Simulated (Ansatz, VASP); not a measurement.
As in VASP and in Ansatz

```
CELL_PARAMETERS angstrom
2.02073 1.16667 3.48577
-2.02073 1.16667 3.48577
0.00000 -2.33334 3.48577
ATOMIC_POSITIONS crystal
As 0.22754 0.22754 0.22754
As 0.77246 0.77246 0.77246
```

Change from the starting cell: strain +0.0750 x Voigt [1, 1, 0, 0, 0, 0], atoms carried along.

Alike in both runs: task single point; functional PBEsol; k mesh 18 × 18 × 18; occupations gaussian, width 0.15 eV; no spin polarisation.

|  | VASP | Ansatz |
| --- | --- | --- |
| version | VASP 6.6.1 | Ansatz 0.2.0 |
| potentials or method | VASP PAW PBE potentials, release 64 (As), cutoff 520 eV | scalar-relativistic, plane waves, PAW |
| valence electrons in the cell | 10 | 30 |

Ansatz gave:

```
gap on the k mesh at the Fermi level (eV)                     : none
pressure (GPa)                                                : -9.0
traceless stress, the component that is largest in VASP (GPa) : 3.64
rms of the force components (eV/Å)                            : 0.228
```

Question: Which values does VASP return?

Answer: gap on the k mesh at the Fermi level (eV): none; pressure (GPa): -8.9; traceless stress, the component that is largest in VASP (GPa): 3.58; rms of the force components (eV/Å): 0.212.

VASP's potentials were made for PBE, not for PBEsol. Atom by atom the forces differ by 0.016 eV/Å (rms over components). A gap of «none» marks a metal or a gap that the smearing closes. With one functional, cell and mesh, what is left measures potentials, basis and numerics. VASP's potentials hold 10 valence electrons a cell and Ansatz's 30, so a difference there can come from the potentials and not from the codes.
